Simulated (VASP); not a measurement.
# Au (P6_3/mmc) in VASP: further runs

Au is run at these levels: LDA; tasks: single point.

All numbers are computed with VASP 6.6.1; they aren't measurements. Logs are shortened: lines on timing, memory, paths and dates and some standing lists are left out, and cuts for length are marked.

**1. The cell of the first run**

It takes space group P6_3/mmc (No. 194, hexagonal). The conventional cell has a = 2.725 Å, b = 2.725 Å, c = 9.073 Å, α = 90.00°, β = 90.00°, γ = 120.00°. Within 3.6 Å of Au (site symmetry -3m) lie 12 Au at 2.72 to 2.76 Å. Au (site symmetry -6m2) has 12 Au at 2.72 to 2.76 Å within 3.6 Å.

This isn't the form of Au at room conditions, which is fcc.

**2. Single point, LDA (14.59 Å³/atom)**

INCAR reads:

```
SYSTEM = Au
PREC = Accurate
ENCUT = 520
EDIFF = 1E-6
ISMEAR = -1
SIGMA = 0.1
LREAL = .FALSE.
LASPH = .TRUE.
NELM = 60
ALGO = Normal
ISIF = 2
LWAVE = .FALSE.
LCHARG = .FALSE.
NBANDS = 30
```

KPOINTS reads:

```
Automatic mesh
0
G
  14 14 4
  0 0 0
```

POSCAR reads:

```
Au
1.0
    2.7249710426      0.0000000000      0.0000000000
   -1.3624855213      2.3598941475      0.0000000000
    0.0000000000      0.0000000000      9.0732250948
Au
4
Direct
    0.0000000000      1.0000000000      0.0000000000
    0.0000000000      1.0000000000      0.5000000000
    0.3333333333      0.6666666667      0.2500000000
    0.6666666667      0.3333333333      0.7500000000
```

Potentials or basis: VASP PAW LDA potentials, release 64 (Au).

Command:

```
$ cat potpaw_LDA.64/Au/POTCAR > POTCAR
$ mpirun -np 1 vasp_std > vasp.out
```

OUTCAR:

```text
SYSTEM = Au
   PREC = Accurate
   ENCUT = 520
   EDIFF = 1E-6
   ISMEAR = -1
   LREAL = .FALSE.
   LASPH = .TRUE.
   NELM = 60
   ISIF = 2

 ion  position               nearest neighbor table
   1  0.000  0.000  0.000-   3 2.76   4 2.76   4 2.76   3 2.76   4 2.76   3 2.76
   2  0.000  0.000  0.500-   3 2.76   4 2.76   4 2.76   3 2.76   4 2.76   3 2.76
   3  0.333  0.667  0.250-   1 2.76   2 2.76   1 2.76   2 2.76   1 2.76   2 2.76
   4  0.667  0.333  0.750-   1 2.76   2 2.76   1 2.76   2 2.76   1 2.76   2 2.76

  LATTYP: Found a hexagonal cell.
 ALAT       =     2.7249710426
 C/A-ratio  =     3.3296592709

  Lattice vectors:

 A1 = (   2.7249710426,   0.0000000000,   0.0000000000)
 A2 = (  -1.3624855213,   2.3598941475,   0.0000000000)
 A3 = (   0.0000000000,   0.0000000000,   9.0732250948)

Analysis of symmetry for initial positions (statically):
=====================================================================
 Subroutine PRICEL returns:
 Original cell was already a primitive cell.

 Routine SETGRP: Setting up the symmetry group for a
 hexagonal supercell.

 Subroutine GETGRP returns: Found 24 space group operations
 (whereof 12 operations were pure point group operations)
 out of a pool of 24 trial point group operations.

The static configuration has the point symmetry D_3d.
 The point group associated with its full space group is D_6h.

Analysis of symmetry for dynamics (positions and initial velocities):
=====================================================================
 Subroutine PRICEL returns:
 Original cell was already a primitive cell.

 Routine SETGRP: Setting up the symmetry group for a
 hexagonal supercell.

 Subroutine GETGRP returns: Found 24 space group operations
 (whereof 12 operations were pure point group operations)
 out of a pool of 24 trial point group operations.

The dynamic configuration has the point symmetry D_3d.
 The point group associated with its full space group is D_6h.

 Subroutine INISYM returns: Found 24 space group operations
 (whereof 12 operations are pure point group operations),
 and found     1 'primitive' translations

----------------------------------------------------------------------------------------

                                     Primitive cell

  volume of cell :      58.3467

  direct lattice vectors                    reciprocal lattice vectors
     2.724971043  0.000000000  0.000000000     0.366976377  0.211873910  0.000000000
    -1.362485521  2.359894147  0.000000000     0.000000000  0.423747820  0.000000000
     0.000000000  0.000000000  9.073225095     0.000000000  0.000000000  0.110214393

  length of vectors
     2.724971043  2.724971043  9.073225095     0.423747820  0.423747820  0.110214393

  position of ions in fractional coordinates (direct lattice)
     0.000000000  0.000000000  0.000000000
     0.000000000  0.000000000  0.500000000
     0.333333333  0.666666667  0.250000000
     0.666666667  0.333333333  0.750000000

  ion indices of the primitive-cell ions
   primitive index   ion index
                 1           1
                 2           2
                 3           3
                 4           4

----------------------------------------------------------------------------------------

 KPOINTS: Automatic mesh

Automatic generation of k-mesh.
 Grid dimensions read from file:
 generate k-points for:   14   14    4

 Generating k-lattice:

  Cartesian coordinates                     Fractional coordinates (reciprocal lattice)
     0.026212598  0.015133851  0.000000000     0.071428571  0.000000000  0.000000000
     0.000000000  0.030267701  0.000000000     0.000000000  0.071428571  0.000000000
     0.000000000  0.000000000  0.027553598     0.000000000  0.000000000  0.250000000

  Length of vectors
     0.030267701  0.030267701  0.027553598

  Shift w.r.t. Gamma in fractional coordinates (k-lattice)
     0.000000000  0.000000000  0.000000000

 Subroutine IBZKPT returns following result:
 ===========================================

 Found     72 irreducible k-points:

 Following reciprocal coordinates:
            Coordinates               Weight
  0.000000  0.000000  0.000000      1.000000
  0.071429  0.000000  0.000000      6.000000
  0.142857 -0.000000  0.000000      6.000000
  0.214286 -0.000000  0.000000      6.000000
  0.285714 -0.000000  0.000000      6.000000
  0.357143 -0.000000  0.000000      6.000000
[... 16 lines left out ...]
  0.285714  0.285714  0.000000      6.000000
  0.357143  0.285714  0.000000      6.000000
 [... further k-points ...]
   k-points           NKPTS =     72   k-points in BZ     NKDIM =     72   number of bands    NBANDS=     30
   number of dos      NEDOS =    301   number of ions     NIONS =      4
   total plane-waves  NPLWV =  28000
   dimension x,y,z NGX =    20 NGY =   20 NGZ =   70
   dimension x,y,z NGXF=    40 NGYF=   40 NGZF=  140
   ions per type =               4
   NGX,Y,Z   is equivalent  to a cutoff of  12.20, 12.20, 12.83 a.u.
   NGXF,Y,Z  is equivalent  to a cutoff of  24.40, 24.40, 25.65 a.u.
 SYSTEM =  Au
   PREC   = accura    normal or accurate (medium, high low for compatibility)
   ISTART =      0    job   : 0-new  1-cont  2-samecut
   ICHARG =      2    charge: 1-file 2-atom 10-const
   ISPIN  =      1    spin polarized calculation?
   LNONCOLLINEAR =      F non collinear calculations
   LSORBIT =      F    spin-orbit coupling
   LASPH  =      T    aspherical Exc in radial PAW
   ENCUT  =  520.0 eV  38.22 Ry    6.18 a.u.   5.07  5.07 16.87*2*pi/ulx,y,z
   NELM   =     60;   NELMIN=  2; NELMDL= -5     # of ELM steps
   EDIFF  = 0.1E-05   stopping-criterion for ELM
   LREAL  =      F    real-space projection
   EDIFFG = 0.1E-04   stopping-criterion for IOM
   NSW    =      0    number of steps for IOM
   IBRION =     -1    ionic relax: 0-MD 1-quasi-New 2-CG
   NFREE  =      0    steps in history (QN), initial steepest desc. (CG)
   ISIF   =      2    stress and relaxation
   ISYM   =      2    0-nonsym 1-usesym 2-fastsym
   POTIM  = 0.5000    time-step for ionic-motion
   TEBEG  =    0.0;   TEEND  =   0.0 temperature during run
   PSTRESS=    0.0 pullay stress
   NELECT =      44.0000    total number of electrons
   NUPDOWN=      -1.0000    fix difference up-down
   EMIN   =  10.00;   EMAX   =-10.00  energy-range for DOS
   EFERMI =   0.00;   METHOD = LEGACY
   ISMEAR =    -1;   SIGMA  =   0.10  broadening in eV -4-tet -1-fermi 0-gaus
   EFERMI_NEDOS =   21; number of points for ismear=-14 and -15
   IALGO  =     38    algorithm
   IMIX   =      4    mixing-type and parameters
     AMIX     =   0.40;   BMIX     =  1.00
     AMIX_MAG =   1.60;   BMIX_MAG =  1.00
  volume/ion in A,a.u.               =      14.59        98.44
  Fermi-wavevector in a.u.,A,eV,Ry     =   1.490117  2.815913 30.211036  2.220449
  Thomas-Fermi vector in A             =   2.602939
   LORBIT       =      0    0 simple, 1 ext, 2 COOP (PROOUT), +10 PAW based schemes
   GGA     = CA    functional components
   LHFCALC =     F    Hartree Fock is set to
   AEXX    =    0.0000 exact exchange contribution
   IVDW    =     0    specifies the selected vdW correction
   LEPSILON=     F    determine dielectric tensor
   LRPA    =     F    only Hartree local field effects (RPA)
 non-spin polarized calculation
  energy-cutoff  :      520.00
  volume of cell :       58.35
 maximum number of plane-waves:      1592
   NGX = 11   NGY = 11   NGZ = 33

 number of electron      43.9999996 magnetization

 Free energy of the ion-electron system (eV)
  ---------------------------------------------------
  ext. energy  EPLUGINS =         0.00000000
  ---------------------------------------------------
  free energy    TOTEN  =       -16.96373412 eV

  energy without entropy =      -16.92313863  energy(sigma->0) =      -16.94343638

 E-fermi :  12.2092     XC(G=0): -13.9002

 val. band max:       12.1912457141   @ k =   0.2857   0.2143   0.2500
 cond. band min:      12.2299692547   @ k =   0.3571   0.1429   0.5000
 fundamental gap:      0.0387235406
 Fermi energy:        12.2092475843

 k-point     1 :       0.0000    0.0000    0.0000
  band No.  band energies     occupation
      1       0.4746      2.00000
      2       2.4215      2.00000
      3       2.4288      2.00000
      4       3.1582      2.00000
      5       6.2241      2.00000
      6       6.2384      2.00000
[... 22 lines left out ...]
     29      26.6266      0.00000
     30      27.4673      0.00000

 k-point     2 :       0.0714    0.0000    0.0000
  band No.  band energies     occupation
      1       0.6612      2.00000
      2       2.6003      2.00000
      3       2.6072      2.00000
      4       3.3197      2.00000
      5       6.0101      2.00000
      6       6.1249      2.00000
[... 22 lines left out ...]
     29      26.8321      0.00000
     30      27.6387      0.00000

 k-point     3 :       0.1429   -0.0000    0.0000
  band No.  band energies     occupation
      1       1.1974      2.00000
      2       3.0833      2.00000
      3       3.0887      2.00000
      4       3.7523      2.00000
      5       5.6199      2.00000
      6       5.8512      2.00000
[... 22 lines left out ...]
     29      27.0011      0.00000
     30      27.4141      0.00000

 k-point     4 :       0.2143   -0.0000    0.0000
  band No.  band energies     occupation
      1       1.9970      2.00000
      2       3.6363      2.00000
      3       3.6371      2.00000
      4       4.2393      2.00000
      5       5.2979      2.00000
      6       5.5220      2.00000
[... 22 lines left out ...]
     29      26.2994      0.00000
     30      26.4005      0.00000

 k-point     5 :       0.2857   -0.0000    0.0000
  band No.  band energies     occupation
      1       2.8433      2.00000
      2       3.8255      2.00000
      3       3.8648      2.00000
      4       4.3468      2.00000
      5       5.1141      2.00000
      6       5.1649      2.00000
[... 22 lines left out ...]
     29      25.5336      0.00000
     30      25.8159      0.00000
[... 526 lines left out ...]
     29      20.4880      0.00000
     30      22.2426      0.00000

 k-point    22 :       0.3571    0.2143    0.0000
  band No.  band energies     occupation
      1       4.1501      2.00000
      2       4.1811      2.00000
      3       4.7169      2.00000
      4       5.0840      2.00000
      5       5.3451      2.00000
      6       5.3862      2.00000
[... 22 lines left out ...]
     29      21.4045      0.00000
     30      21.8065      0.00000

 k-point    23 :       0.2857    0.2857    0.0000
  band No.  band energies     occupation
      1       4.5140      2.00000
      2       4.5371      2.00000
      3       4.7408      2.00000
      4       5.0011      2.00000
      5       5.3583      2.00000
      6       5.4201      2.00000
[... 22 lines left out ...]
     29      20.1670      0.00000
     30      20.2137      0.00000

 k-point    24 :       0.3571    0.2857    0.0000
  band No.  band energies     occupation
      1       4.5551      2.00000
      2       4.6702      2.00000
      3       4.9987      2.00000
      4       5.0625      2.00000
      5       5.1554      2.00000
      6       5.2579      2.00000
[... 22 lines left out ...]
     29      19.5408      0.00000
     30      22.1236      0.00000

 [... further k-points ...]

------------------------ aborting loop because EDIFF is reached ----------------------------------------

  FORCE on cell =-STRESS in cart. coord.  units (eV):
  Direction    XX          YY          ZZ          XY          YZ          ZX
  --------------------------------------------------------------------------------------
  -------------------------------------------------------------------------------------
  Total       13.5071275     13.5071275     12.9090601      0.0000000      0.0000000      0.0000000
  in kB      370.9005536    370.9005536    354.4778511      0.0000000      0.0000000      0.0000000
  external PRESSURE =     365.4263194 kB  Pullay stress =       0.0000000 kB

 VOLUME and BASIS-vectors are now :
 -----------------------------------------------------------------------------
  energy-cutoff  :      520.00
  volume of cell :       58.35
      direct lattice vectors                 reciprocal lattice vectors
     2.724971043  0.000000000  0.000000000     0.366976377  0.211873910  0.000000000
    -1.362485521  2.359894147  0.000000000     0.000000000  0.423747820  0.000000000
     0.000000000  0.000000000  9.073225095     0.000000000  0.000000000  0.110214393

 POSITION                                       TOTAL-FORCE (eV/Angst)
 -----------------------------------------------------------------------------------
      0.00000      0.00000      0.00000         0.000000      0.000000      0.000000
      0.00000      0.00000      4.53661         0.000000      0.000000      0.000000
     -0.00000      1.57326      2.26831        -0.000000      0.000000     -0.000000
      1.36249      0.78663      6.80492         0.000000     -0.000000      0.000000
 -----------------------------------------------------------------------------------
    total drift:                                0.000000     -0.000000      0.000000

  FREE ENERGIE OF THE ION-ELECTRON SYSTEM (eV)
  ---------------------------------------------------
  free  energy   TOTEN  =       -16.9637341172 eV

  energy  without entropy=      -16.9231386345  energy(sigma->0) =      -16.94343638
```

Run time: 56 s. Hardware: 1 thread of Intel Xeon Platinum 8559C (Emerald Rapids), shared host; peak memory 0.21 GiB.

Results:

- Free energy: -16.9637 eV
- Pressure: 36.5 GPa
- Band gap on the k mesh: zero (bands 22 and 23 overlap by 5.52 eV)

Stress tensor (GPa, compression positive):
```
37.09  0.00  0.00
 0.00 37.09  0.00
 0.00  0.00 35.45
```

Caveat: the cell stands under pressure; spin-orbit coupling is left out, which moves the levels of the heavy elements.

[end of part 1 of 2]

The gap in the log of VASP goes by the Fermi energy; the results here count the filled bands.